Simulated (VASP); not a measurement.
A run of VASP 6.6.1 is set up as follows.

INCAR

```
SYSTEM = CuI
PREC = Accurate
ENCUT = 600
EDIFF = 1E-6
ISMEAR = 0
SIGMA = 0.02
LREAL = .FALSE.
LASPH = .TRUE.
NELM = 120
ALGO = Normal
ISIF = 2
LWAVE = .FALSE.
LCHARG = .FALSE.
GGA = PS
NBANDS = 16
GGA_COMPAT = .FALSE.
```

Contents of KPOINTS:

```
Automatic mesh
0
G
  8 8 8
  0 0 0
```

POSCAR

```
CuI
1.0
    0.0000000000      2.9693172274      2.9693172274
    2.9693172274      0.0000000000      2.9693172274
    2.9693172274      2.9693172274      0.0000000000
Cu I
1 1
Direct
    0.0000000000      0.0000000000      0.0000000000
    0.2500000000      0.2500000000      0.2500000000
```

Potentials or basis: VASP PAW PBE potentials, release 64 (Cu, I).

Launch:

```console
$ cat potpaw_PBE.64/Cu/POTCAR potpaw_PBE.64/I/POTCAR > POTCAR
$ mpirun -np 1 vasp_std > vasp.out
```

**Question.** What does it give for the band gap on the k mesh?

**Answer.** 1.20 eV, direct.

**Question.** What does it give for the pressure?

**Answer.** 0.5 GPa.

Caveat: the PAW data sets were made with another functional, which shifts forces and pressure a little; spin-orbit coupling is left out, which moves the levels of the heavy elements. PBEsol gaps usually lie below the measured ones, often by a third to a half.
